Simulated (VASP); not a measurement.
Input of a VASP 6.6.1 run:

File INCAR:

```
SYSTEM = Tl
PREC     = Accurate       ! precision mode
ENCUT    = 520            ! plane-wave cutoff, eV
EDIFF    = 1E-6           ! SCF threshold, eV
ISMEAR   = 0              ! smearing method
SIGMA    = 0.15           ! smearing width, eV
LREAL    = .False.        ! projectors in reciprocal space
LASPH    = .True.         ! aspherical terms in the spheres
NELM     = 60             ! most SCF steps
ALGO     = Fast           ! electronic algorithm
ISIF     = 2              ! what is computed and relaxed
LWAVE    = .False.        ! write WAVECAR
LCHARG   = .True.         ! write CHGCAR
GGA      = PE             ! functional
LELF     = .True.         ! ELF
LVHAR    = .True.       
NBANDS   = 20             ! bands
```

File KPOINTS:

```
regular mesh
0
Gamma
  18 18 10
  0 0 0
```

File POSCAR:

```
Tl
1.0
    3.4559983565      0.0000000000      0.0000000000
   -1.7279991783      2.9929823722      0.0000000000
    0.0000000000      0.0000000000      5.0830000000
Tl
2
Direct
    0.3333333333      0.6666666667      0.2500000000
    0.6666666667      0.3333333333      0.7500000000
```

Potentials or basis: VASP PAW PBE potentials, release 64 (Tl_d).

Command:

```bash
$ cat potpaw_PBE.64/Tl_d/POTCAR > POTCAR
$ mpirun -np 1 vasp_std > vasp.out
```

Problem. Estimate the band gap on the k mesh.

Solution. Zero (bands 13 and 14 overlap by 7.60 eV).

Problem. Predict the pressure.

Solution. 8.1 GPa.

Stress tensor (GPa, compression positive):
```
 7.01  0.00  0.00
 0.00  7.01  0.00
 0.00  0.00 10.18
```

Caveat: the cell differs from its parent crystal (strain +0.000 along x and y, -0.080 along z); the cell stands under pressure; spin-orbit coupling is left out, which moves the levels of the heavy elements.
